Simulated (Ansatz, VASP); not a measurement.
One calculation of BeS, two programs

```
Be S
1.0
     0.00000    2.42500    2.42500
     2.42500    0.00000    2.42500
     2.42500    2.42500    0.00000
Be S
1 1
Direct
  0.00000 0.00000 0.00000
  0.75000 0.75000 0.75000
```

Alike in both runs: task single point; functional PBE; k mesh 4 × 4 × 4; occupations gaussian, width 0.05 eV; no spin polarisation.

|  | VASP | Ansatz |
| --- | --- | --- |
| version | VASP 6.6.1 | Ansatz 0.2.0 |
| potentials or method | VASP PAW PBE potentials, release 64 (Be, S), cutoff 520 eV | scalar-relativistic, plane waves, PAW |
| valence electrons in the cell | 8 | 8 |

|  | VASP | Ansatz | Ansatz less VASP |
| --- | --- | --- | --- |
| gap on the k mesh at the Fermi level (eV) | 3.10 | 3.10 | -0.001 |
| least direct gap on the mesh (eV) | 5.66 | 5.64 | -0.018 |
| pressure (GPa) | 2.1 | 2.1 | -0.02 |

The k mesh is coarse, so the values compare programs but aren't converged.
